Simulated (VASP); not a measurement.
# CsH (P6_3mc) in VASP: single point with PBEsol

Aim: the single point of CsH with PBEsol.

All numbers are computed with VASP 6.6.1; they aren't measurements. Logs are shortened: lines on timing, memory, paths and dates and some standing lists are left out, and cuts for length are marked.

**1. The cell of the first run**

Symmetry: P6_3mc, No. 186, hexagonal system. The conventional cell has a = 4.985 Å, b = 4.985 Å, c = 14.745 Å, α = 90.00°, β = 90.00°, γ = 120.00°. Within 3.9 Å of Cs (site symmetry 3m) lie 4 H at 2.97 to 3.00 Å. Cs (site symmetry 3m) has 4 H at 2.94 to 2.96 Å within 3.9 Å. Within 3.9 Å of H (site symmetry 3m) lie 4 Cs at 2.96 to 3.00 Å. H (site symmetry 3m) has 4 Cs at 2.94 to 2.97 Å within 3.9 Å.

**2. Single point, PBEsol**

Input file INCAR:

```
SYSTEM = CsH
PREC = Accurate
ENCUT = 520
EDIFF = 1E-7
ISMEAR = -1
SIGMA = 0.03
LREAL = .False.
LASPH = .True.
NELM = 100
ALGO = Normal
ISIF = 2
LWAVE = .False.
LCHARG = .False.
GGA = PS
NBANDS = 30
```

Input file KPOINTS:

```
regular mesh
0
Gamma
  6 6 2
  0 0 0
```

Input file POSCAR:

```
CsH
1.0
    4.9852675345      0.0000000000      0.0000000000
   -2.4926337672      4.3173683295      0.0000000000
    0.0000000000      0.0000000000     14.7451035314
Cs H
4 4
Direct
    0.0000000000      0.0000000000     -0.0077414652
    0.3333333333      0.6666666667      0.2438158769
    0.0000000000      0.0000000000      0.4922585348
    0.6666666667      0.3333333333      0.7438158769
    0.0000000000      0.0000000000      0.1960166522
    0.3333333333      0.6666666667      0.4429089361
    0.0000000000      0.0000000000      0.6960166522
    0.6666666667      0.3333333333      0.9429089361
```

Potentials or basis: VASP PAW PBE potentials, release 64 (Cs_sv, H).

The run is started by

```console
$ cat potpaw_PBE.64/Cs_sv/POTCAR potpaw_PBE.64/H/POTCAR > POTCAR
$ mpirun -np 1 vasp_std > vasp.out
```

OUTCAR:

```text
SYSTEM = CsH
   PREC = Accurate
   ENCUT = 520
   EDIFF = 1E-7
   ISMEAR = -1
   LREAL = .False.
   LASPH = .True.
   NELM = 100
   ISIF = 2
   GGA = PS

 ion  position               nearest neighbor table
   1  0.000  0.000  0.992-
   2  0.333  0.667  0.244-
   3  0.000  0.000  0.492-
   4  0.667  0.333  0.744-
   5  0.000  0.000  0.196-
   6  0.333  0.667  0.443-
   7  0.000  0.000  0.696-
   8  0.667  0.333  0.943-

  LATTYP: Found a hexagonal cell.
 ALAT       =     4.9852675345
 C/A-ratio  =     2.9577356540

  Lattice vectors:

 A1 = (   4.9852675345,   0.0000000000,   0.0000000000)
 A2 = (  -2.4926337672,   4.3173683295,   0.0000000000)
 A3 = (   0.0000000000,   0.0000000000,  14.7451035314)

Analysis of symmetry for initial positions (statically):
=====================================================================
 Subroutine PRICEL returns:
 Original cell was already a primitive cell.

 Routine SETGRP: Setting up the symmetry group for a
 hexagonal supercell.

 Subroutine GETGRP returns: Found 12 space group operations
 (whereof  6 operations were pure point group operations)
 out of a pool of 24 trial point group operations.

The static configuration has the point symmetry C_3v.
 The point group associated with its full space group is C_6v.

Analysis of symmetry for dynamics (positions and initial velocities):
=====================================================================
 Subroutine PRICEL returns:
 Original cell was already a primitive cell.

 Routine SETGRP: Setting up the symmetry group for a
 hexagonal supercell.

 Subroutine GETGRP returns: Found 12 space group operations
 (whereof  6 operations were pure point group operations)
 out of a pool of 24 trial point group operations.

The dynamic configuration has the point symmetry C_3v.
 The point group associated with its full space group is C_6v.

 Subroutine INISYM returns: Found 12 space group operations
 (whereof  6 operations are pure point group operations),
 and found     1 'primitive' translations

----------------------------------------------------------------------------------------

                                     Primitive cell

  volume of cell :     317.3623

  direct lattice vectors                    reciprocal lattice vectors
     4.985267535  0.000000000  0.000000000     0.200591040  0.115811291  0.000000000
    -2.492633767  4.317368329  0.000000000     0.000000000  0.231622582  0.000000000
     0.000000000  0.000000000 14.745103531     0.000000000  0.000000000  0.067819124

  length of vectors
     4.985267535  4.985267534 14.745103531     0.231622582  0.231622582  0.067819124

  position of ions in fractional coordinates (direct lattice)
     0.000000000  0.000000000  0.992258535
     0.333333333  0.666666667  0.243815877
     0.000000000  0.000000000  0.492258535
     0.666666667  0.333333333  0.743815877
     0.000000000  0.000000000  0.196016652
     0.333333333  0.666666667  0.442908936
     0.000000000  0.000000000  0.696016652
     0.666666667  0.333333333  0.942908936

  ion indices of the primitive-cell ions
   primitive index   ion index
                 1           1
                 2           2
                 3           3
                 4           4
                 5           5
                 6           6
                 7           7
                 8           8

----------------------------------------------------------------------------------------

 KPOINTS: regular mesh

Automatic generation of k-mesh.
 Grid dimensions read from file:
 generate k-points for:    6    6    2

 Generating k-lattice:

  Cartesian coordinates                     Fractional coordinates (reciprocal lattice)
     0.033431840  0.019301882  0.000000000     0.166666667  0.000000000  0.000000000
     0.000000000  0.038603764  0.000000000     0.000000000  0.166666667  0.000000000
     0.000000000  0.000000000  0.033909562     0.000000000  0.000000000  0.500000000

  Length of vectors
     0.038603764  0.038603764  0.033909562

  Shift w.r.t. Gamma in fractional coordinates (k-lattice)
     0.000000000  0.000000000  0.000000000

 Subroutine IBZKPT returns following result:
 ===========================================

 Found     14 irreducible k-points:

 Following reciprocal coordinates:
            Coordinates               Weight
  0.000000  0.000000  0.000000      1.000000
  0.166667  0.000000  0.000000      6.000000
  0.333333  0.000000  0.000000      6.000000
  0.500000  0.000000  0.000000      3.000000
  0.166667  0.166667  0.000000      6.000000
  0.333333  0.166667  0.000000     12.000000
  0.333333  0.333333  0.000000      2.000000
  0.000000  0.000000  0.500000      1.000000
  0.166667  0.000000  0.500000      6.000000
  0.333333  0.000000  0.500000      6.000000
  0.500000  0.000000  0.500000      3.000000
  0.166667  0.166667  0.500000      6.000000
  0.333333  0.166667  0.500000     12.000000
  0.333333  0.333333  0.500000      2.000000
   k-points           NKPTS =     14   k-points in BZ     NKDIM =     14   number of bands    NBANDS=     30
   number of dos      NEDOS =    301   number of ions     NIONS =      8
   total plane-waves  NPLWV = 179200
   dimension x,y,z NGX =    40 NGY =   40 NGZ =  112
   dimension x,y,z NGXF=    80 NGYF=   80 NGZF=  224
   ions per type =               4   4
   NGX,Y,Z   is equivalent  to a cutoff of  13.34, 13.34, 12.63 a.u.
   NGXF,Y,Z  is equivalent  to a cutoff of  26.68, 26.68, 25.26 a.u.
 SYSTEM =  CsH
   PREC   = accura    normal or accurate (medium, high low for compatibility)
   ISTART =      0    job   : 0-new  1-cont  2-samecut
   ICHARG =      2    charge: 1-file 2-atom 10-const
   ISPIN  =      1    spin polarized calculation?
   LNONCOLLINEAR =      F non collinear calculations
   LSORBIT =      F    spin-orbit coupling
   LASPH  =      T    aspherical Exc in radial PAW
   ENCUT  =  520.0 eV  38.22 Ry    6.18 a.u.   9.27  9.27 27.42*2*pi/ulx,y,z
   NELM   =    100;   NELMIN=  2; NELMDL= -5     # of ELM steps
   EDIFF  = 0.1E-06   stopping-criterion for ELM
   LREAL  =      F    real-space projection
   EDIFFG = 0.1E-05   stopping-criterion for IOM
   NSW    =      0    number of steps for IOM
   IBRION =     -1    ionic relax: 0-MD 1-quasi-New 2-CG
   NFREE  =      0    steps in history (QN), initial steepest desc. (CG)
   ISIF   =      2    stress and relaxation
   ISYM   =      2    0-nonsym 1-usesym 2-fastsym
   POTIM  = 0.5000    time-step for ionic-motion
   TEBEG  =    0.0;   TEEND  =   0.0 temperature during run
   PSTRESS=    0.0 pullay stress
   NELECT =      40.0000    total number of electrons
   NUPDOWN=      -1.0000    fix difference up-down
   EMIN   =  10.00;   EMAX   =-10.00  energy-range for DOS
   EFERMI =   0.00;   METHOD = LEGACY
   ISMEAR =    -1;   SIGMA  =   0.03  broadening in eV -4-tet -1-fermi 0-gaus
   EFERMI_NEDOS =   21; number of points for ismear=-14 and -15
   IALGO  =     38    algorithm
   IMIX   =      4    mixing-type and parameters
     AMIX     =   0.40;   BMIX     =  1.00
     AMIX_MAG =   1.60;   BMIX_MAG =  1.00
  volume/ion in A,a.u.               =      39.67       267.71
  Fermi-wavevector in a.u.,A,eV,Ry     =   0.820811  1.551107  9.166657  0.673730
  Thomas-Fermi vector in A             =   1.931859
   LORBIT       =      0    0 simple, 1 ext, 2 COOP (PROOUT), +10 PAW based schemes
   GGA     = PS    functional components
   LHFCALC =     F    Hartree Fock is set to
   AEXX    =    0.0000 exact exchange contribution
   IVDW    =     0    specifies the selected vdW correction
   LEPSILON=     F    determine dielectric tensor
   LRPA    =     F    only Hartree local field effects (RPA)
 non-spin polarized calculation
  energy-cutoff  :      520.00
  volume of cell :      317.36
 maximum number of plane-waves:      8575
 NGX is ok and might be reduce to    40
   NGX = 19   NGY = 19   NGZ = 55

 number of electron      40.0000000 magnetization

 Free energy of the ion-electron system (eV)
  ---------------------------------------------------
  ext. energy  EPLUGINS =         0.00000000
  ---------------------------------------------------
  free energy    TOTEN  =       -17.79178718 eV

  energy without entropy =      -17.79178718  energy(sigma->0) =      -17.79178718

 E-fermi :  -0.1479     XC(G=0):  -6.4246

 val. band max:       -0.8178184403   @ k =   0.3333   0.3333   0.0000
 cond. band min:       2.0983377396   @ k =   0.5000   0.0000   0.0000
 fundamental gap:      2.9161561799
 Fermi energy:        -0.1478925878

 k-point     1 :       0.0000    0.0000    0.0000
  band No.  band energies     occupation
      1     -21.9253      2.00000
      2     -21.9118      2.00000
      3     -21.8771      2.00000
      4     -21.8633      2.00000
      5      -9.0806      2.00000
      6      -8.8248      2.00000
[... 22 lines left out ...]
     29       4.3179      0.00000
     30       4.3197      0.00000

 k-point     2 :       0.1667    0.0000    0.0000
  band No.  band energies     occupation
      1     -21.9189      2.00000
      2     -21.9078      2.00000
      3     -21.8731      2.00000
      4     -21.8618      2.00000
      5      -9.0411      2.00000
      6      -8.8633      2.00000
[... 22 lines left out ...]
     29       4.5064      0.00000
     30       4.6016      0.00000

 k-point     3 :       0.3333    0.0000    0.0000
  band No.  band energies     occupation
      1     -21.9052      2.00000
      2     -21.8997      2.00000
      3     -21.8650      2.00000
      4     -21.8596      2.00000
      5      -9.0010      2.00000
      6      -8.9689      2.00000
[... 352 lines left out ...]
     29       4.5686      0.00000
     30       4.5686      0.00000

 k-point    14 :       0.3333    0.3333    0.5000
  band No.  band energies     occupation
      1     -21.8937      2.00000
      2     -21.8937      2.00000
      3     -21.8590      2.00000
      4     -21.8590      2.00000
      5      -8.9596      2.00000
      6      -8.9596      2.00000
[... 22 lines left out ...]
     29       4.9042      0.00000
     30       4.9042      0.00000

------------------------ aborting loop because EDIFF is reached ----------------------------------------

  FORCE on cell =-STRESS in cart. coord.  units (eV):
  Direction    XX          YY          ZZ          XY          YZ          ZX
  --------------------------------------------------------------------------------------
  -------------------------------------------------------------------------------------
  Total       -0.0052657     -0.0052657     -0.0577604     -0.0000000      0.0000000      0.0000000
  in kB       -0.0265834     -0.0265834     -0.2915986     -0.0000000      0.0000000      0.0000000
  external PRESSURE =      -0.1149218 kB  Pullay stress =       0.0000000 kB

 VOLUME and BASIS-vectors are now :
 -----------------------------------------------------------------------------
  energy-cutoff  :      520.00
  volume of cell :      317.36
      direct lattice vectors                 reciprocal lattice vectors
     4.985267535  0.000000000  0.000000000     0.200591040  0.115811291  0.000000000
    -2.492633767  4.317368329  0.000000000     0.000000000  0.231622582  0.000000000
     0.000000000  0.000000000 14.745103531     0.000000000  0.000000000  0.067819124

 POSITION                                       TOTAL-FORCE (eV/Angst)
 -----------------------------------------------------------------------------------
      0.00000      0.00000     14.63095        -0.000000     -0.000000     -0.004131
     -0.00000      2.87825      3.59509         0.000000     -0.000000      0.001182
      0.00000      0.00000      7.25840         0.000000      0.000000     -0.004131
      2.49263      1.43912     10.96764        -0.000000      0.000000      0.001182
      0.00000      0.00000      2.89029         0.000000      0.000000     -0.001073
     -0.00000      2.87825      6.53074        -0.000000      0.000000      0.004022
      0.00000      0.00000     10.26284         0.000000      0.000000     -0.001073
      2.49263      1.43912     13.90329         0.000000      0.000000      0.004022
 -----------------------------------------------------------------------------------
    total drift:                               -0.000000     -0.000000      0.001024

  FREE ENERGIE OF THE ION-ELECTRON SYSTEM (eV)
  ---------------------------------------------------
  free  energy   TOTEN  =       -17.7917871775 eV

  energy  without entropy=      -17.7917871775  energy(sigma->0) =      -17.79178718
```

Run time: 4.2 min. Hardware: 1 thread of Intel Xeon Platinum 8488C (Sapphire Rapids), shared host; peak memory 0.47 GiB.

Results:

| Item | Value |
| --- | --- |
| Free energy | -17.7918 eV |
| Pressure | 0.0 GPa |
| Largest force | 0.004 eV/Å |
| Band gap on the k mesh | 2.92 eV, indirect (least direct gap 3.01 eV) |

Forces on the atoms (eV/Å):
```
Cs   0.000  0.000 -0.004
Cs   0.000  0.000  0.001
Cs   0.000  0.000 -0.004
Cs   0.000  0.000  0.001
H    0.000  0.000 -0.001
H    0.000  0.000  0.004
H    0.000  0.000 -0.001
H    0.000  0.000  0.004
```

Levels at points of the mesh, in eV from the valence-band top:
| k point | band 18 | band 19 | band 20 | band 21 | band 22 | band 23 |
| --- | --- | --- | --- | --- | --- | --- |
| (0.00, 0.00, 0.00) | -0.69 | -0.67 | -0.46 | 3.46 | 3.67 | 4.20 |
| (0.50, 0.00, 0.00) | -0.14 | -0.10 | -0.10 | 2.92 | 2.97 | 3.46 |
| (0.00, 0.00, 0.50) | -1.02 | -0.49 | -0.49 | 3.79 | 3.79 | 3.97 |
| (0.50, 0.00, 0.50) | -0.25 | -0.08 | -0.08 | 2.96 | 2.96 | 3.47 |

Caveat: the PAW data sets were made with another functional, which shifts forces and pressure a little; spin-orbit coupling is left out, which moves the levels of the heavy elements.
